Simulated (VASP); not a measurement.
Set up this calculation in VASP 6.6.1, as the native input.

* Task: single point
* Functional: PBE
* Potentials or basis: VASP PAW PBE potentials, release 64 (Gd)
* Cutoff: 520 eV
* k mesh: 9 × 9 × 5
* Occupations: fermi-dirac, width 0.15 eV
* Spin: collinear spin, antiferromagnetic start
* Starting moments: [7.0, -7.0] μB
* Dipole correction: no
* Further INCAR settings: ALGO = Normal; EDIFF = 1e-07; NBANDS = 29

The structure of Gd lies in POSCAR:

```
Gd
1.0
    3.6360000000      0.0000000000      0.0000000000
   -1.8180000000      3.1488683700      0.0000000000
    0.0000000000      0.0000000000      5.7826000000
Gd
2
Direct
    0.3333333333      0.6666666667      0.2500000000
    0.6666666667      0.3333333333      0.7500000000
```

One way to write it, as run:

INCAR

```
SYSTEM = Gd
PREC = Accurate
ENCUT = 520
EDIFF = 1E-7
ISMEAR = -1
SIGMA = 0.15
LREAL = .FALSE.
LASPH = .TRUE.
NELM = 150
ALGO = Normal
ISIF = 2
LWAVE = .FALSE.
LCHARG = .FALSE.
ISPIN = 2
MAGMOM = 7 -7
LORBIT = 11
LMAXMIX = 6
GGA = PE
NBANDS = 29
```

KPOINTS

```
Automatic mesh
0
G
  9 9 5
  0 0 0
```

Potentials or basis: VASP PAW PBE potentials, release 64 (Gd).

The run is started by

```bash
$ cat potpaw_PBE.64/Gd/POTCAR > POTCAR
$ mpirun -np 1 vasp_std > vasp.out
```

Results of the run:

| Quantity | Value |
| --- | --- |
| Pressure | 0.5 GPa |
| Band gap on the k mesh | zero (filled and empty bands overlap) |
| Net moment | 0.00 μB per cell |
| Site moments | Gd +6.89, -6.89 μB |
| Valence electrons inside the program's atomic spheres | Gd 15.22 |

Caveat: the antiferromagnetic order is the one typed at the start, and another may lie lower; spin-orbit coupling is left out, which moves the levels of the heavy elements; semilocal functionals describe open f shells poorly, which spoils levels, moments and volumes.

It took 13 min on 1 thread of Intel(R) Xeon(R) Platinum 8375C CPU @ 2.90GHz (Ice Lake), on a shared host, peak memory 0.29 GiB.
